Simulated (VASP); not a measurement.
C: single point with PBE+D3(BJ)

Crystal: C.

```xyz
10
Lattice="0.0000 1.4232 -3.3614 -2.4650 0.0000 0.0000 1.8487 10.2510 2.7940" Properties=species:S:1:pos:R:3 pbc="T T T"
C     0.9860    8.8236    1.0077
C    -1.4790    1.7078   -2.3537
C    -0.2465    3.8425   -2.3537
C    -1.4790    4.5541    1.0077
C    -0.2465    6.6889    1.0077
C    -0.2465    2.4194   -2.3523
C    -1.4790    3.1310    1.0091
C    -0.2465    5.2657    1.0091
C    -1.4790    7.4005    1.0091
C    -0.2465    9.5352    1.0091
```

This cell differs from its parent crystal: the part above a cut slid along it.

```json
{"Program": "VASP 6.6.1", "Task": "single point", "Functional": "PBE", "Dispersion": "D3(BJ)", "Potentials or basis": "VASP PAW PBE potentials, release 64 (C)", "Cutoff": "520 eV", "k mesh": "7 × 11 × 3", "Occupations": "gaussian, width 0.05 eV", "Spin": "no spin polarisation", "Dipole correction": "no", "Further INCAR settings": "ALGO = Normal; EDIFF = 1e-06; NBANDS = 31"}
```

| Item | Value |
| --- | --- |
| Pressure | -4.9 GPa |
| Largest force | 2.703 eV/Å |
| Band gap on the k mesh | zero (bands 20 and 21 overlap by 0.11 eV) |
| Dispersion energy per atom | -0.153 eV |

Forces in eV/Å, atoms in the order of the input:
```
C   -0.153  2.686 -0.257
C   -1.125 -0.174  0.289
C   -0.133  0.763 -0.120
C   -0.014  0.235  0.035
C   -0.013  0.307  0.018
C    0.153 -2.686  0.257
C    0.013 -0.307 -0.018
C    0.014 -0.235 -0.035
C    0.133 -0.763  0.120
C    1.125  0.174 -0.289
```

Stress tensor (GPa, compression positive):
```
-3.86 -4.81 -0.05
-4.81 -9.68  1.65
-0.05  1.65 -1.11
```

Levels at points of the mesh, in eV from the Fermi level:
| k point | band 16 | band 17 | band 18 | band 19 | band 20 | band 21 | band 22 | band 23 | band 24 | band 25 |
| --- | --- | --- | --- | --- | --- | --- | --- | --- | --- | --- |
| (0.00, 0.00, 0.00) | -4.07 | -3.81 | -3.15 | -2.85 | -1.74 | 1.50 | 2.28 | 3.98 | 4.81 | 6.18 |

Wall time 7.9 min on 1 thread of Intel Xeon 8259CL (shared host), peak memory 0.35 GiB.

Caveat: the cell differs from its parent crystal (the part above a cut slid along it); the stress differs along the axes, from -10 to -1 GPa; forces of over 1 eV/Å act on the atoms, so gaps and moduli don't describe the material at rest.
